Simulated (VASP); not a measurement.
A run of VASP 6.6.1 is set up as follows.

File POSCAR:

```
GaN
1.0
    0.0000000000      2.2675000000      2.2675000000
    2.2675000000      0.0000000000      2.2675000000
    2.2675000000      2.2675000000      0.0000000000
Ga N
1 1
Direct
    0.0000000000      0.0000000000      0.0000000000
    0.2500000000      0.2500000000      0.2500000000
```

File INCAR.step1:

```
  PREC = Accurate
  ENCUT = 500
  EDIFF = 1E-8
  ISMEAR = 0
  SIGMA = 0.01
  LREAL = False
  LASPH = True
  NELM = 100
  ALGO = Normal
  LWAVE = True
  LCHARG = False
  GGA = PE
```

Contents of INCAR.step2:

```
  PREC = Accurate
  ENCUT = 500
  EDIFF = 1E-8
  ISMEAR = 0
  SIGMA = 0.01
  LREAL = False
  LASPH = True
  NELM = 1
  ALGO = Exact
  LWAVE = True
  LCHARG = False
  GGA = PE
  NBANDS = 117
  LOPTICS = True
  ISTART = 1
```

Contents of INCAR.step3:

```
  PREC = Accurate
  ENCUT = 500
  EDIFF = 1E-8
  ISMEAR = 0
  SIGMA = 0.01
  LREAL = False
  LASPH = True
  ALGO = EVGW0
  LWAVE = False
  LCHARG = False
  GGA = PE
  NELMGW = 1
  NBANDS = 117
  ENCUTGW = 113.3
  NOMEGA = 48
  PRECFOCK = Fast
  ISTART = 1
  NBANDSGW = 17
```

The input KPOINTS:

```
Automatic mesh
0
Gamma
  2 2 2
```

Potentials or basis: VASP PAW PBE potentials, release 64 (Ga_d_GW, N_GW).

Launch:

```bash
$ cat potpaw_PBE.64/Ga_d_GW/POTCAR potpaw_PBE.64/N_GW/POTCAR > POTCAR
$ cp INCAR.step1 INCAR
$ mpirun -np 1 vasp_std > vasp.out
$ cp INCAR.step2 INCAR
$ mpirun -np 1 vasp_std > vasp.out
$ cp INCAR.step3 INCAR
$ mpirun -np 1 vasp_std > vasp.out
```

Question: Predict the quasiparticle gap.

Answer: 2.04 eV.

Question: What does it give for the least direct quasiparticle gap?

Answer: 2.04 eV.

Question: Predict the band gap on the k mesh, mean-field level.

Answer: 1.36 eV, direct.

Caveat: the k points lie up to 1.20 Å⁻¹ apart; bands, screening cutoff and mesh are small and nothing is extrapolated, so the quasiparticle values aren't converged.
